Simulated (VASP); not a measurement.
A run of VASP 6.6.1:

The input INCAR:

```
PREC     = Accurate       # precision mode
ENCUT    = 520            # plane-wave cutoff, eV
EDIFF    = 1E-6           # SCF threshold, eV
ISMEAR   = -1             # smearing method
SIGMA    = 0.1            # smearing width, eV
LREAL    = False          # projectors in reciprocal space
LASPH    = True           # aspherical terms in the spheres
NELM     = 80             # most SCF steps
ALGO     = Normal         # electronic algorithm
ISIF     = 2              # what is computed and relaxed
LWAVE    = False          # write WAVECAR
LCHARG   = True           # write CHGCAR
GGA      = RE             # functional
LELF     = True           # ELF
LVHAR    = True         
NBANDS   = 20             # bands
```

Contents of KPOINTS:

```
regular mesh
0
Gamma
  9 9 13
```

Contents of POSCAR:

```
Co
1.0
    3.9319555098      0.0000000000      0.0000000000
   -1.9659777549      3.4051733581      0.0000000000
    0.0000000000      0.0000000000      2.4109379996
Co
3
Direct
    0.0000000000      0.0000000000      0.0000000000
    0.3333333333      0.6666666667      0.5000000000
    0.6666666667      0.3333333333      0.5000000000
```

Potentials or basis: VASP PAW PBE potentials, release 64 (Co).

Run with:

```console
$ cat potpaw_PBE.64/Co/POTCAR > POTCAR
$ mpirun -np 1 vasp_std > vasp.out
```

Hardware: 1 thread of AMD EPYC 7R13 (shared host).

Q: How long does it take, and how much memory?

A: Run time: 2 min on 1 thread of AMD EPYC 7R13, with other jobs on the host, peak memory 0.14 GiB. Counts: scf iterations 15, k points 84.
